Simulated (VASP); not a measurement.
The system is Ir.

```xyz
1
Lattice="-1.5237 1.5237 1.5237 1.5237 -1.5237 1.5237 1.5237 1.5237 -1.5237" Properties=species:S:1:pos:R:3 pbc="T T T"
Ir    0.0000    0.0000    0.0000
```

```yaml
Program: VASP 6.6.1
Task: relaxation of cell and atoms
Functional: BLYP
Potentials_or_basis: VASP PAW PBE potentials, release 64 (Ir)
Cutoff: 600 eV
k_mesh: 14 × 14 × 14
Occupations: fermi-dirac, width 0.1 eV
Spin: no spin polarisation
```

At the start: pressure 43.0 GPa; volume 14.15 Å³/atom.

Question: How do energy, volume and symmetry change on relaxing?

Answer: Over 5 steps the energy falls by 219.4 meV/atom and the volume is 16.00 Å³/atom (+13.1 %); space group Im-3m (No. 229, to 0.05 Å).

The path:
```tsv
step	energy change (eV)	largest force (eV/Å)	pressure (GPa)	volume (Å³)
1	0.0000	0.0000	43.03	14.15
2	0.9955	0.0000	-34.21	23.44
3	-0.2136	0.0000	-5.20	16.35
4	-0.2192	0.0000	-1.12	16.07
5	-0.2194	0.0000	0.06	16.00
```

Final structure:
```yaml
crystal:
  lattice:
    - [-1.58734, 1.58734, 1.58734]
    - [1.58734, -1.58734, 1.58734]
    - [1.58734, 1.58734, -1.58734]
  atoms:
    - { symbol: Ir, position: [0.00000, 0.00000, 0.00000] }
```

Caveat: the PAW data sets were made with another functional, which shifts forces and pressure a little.
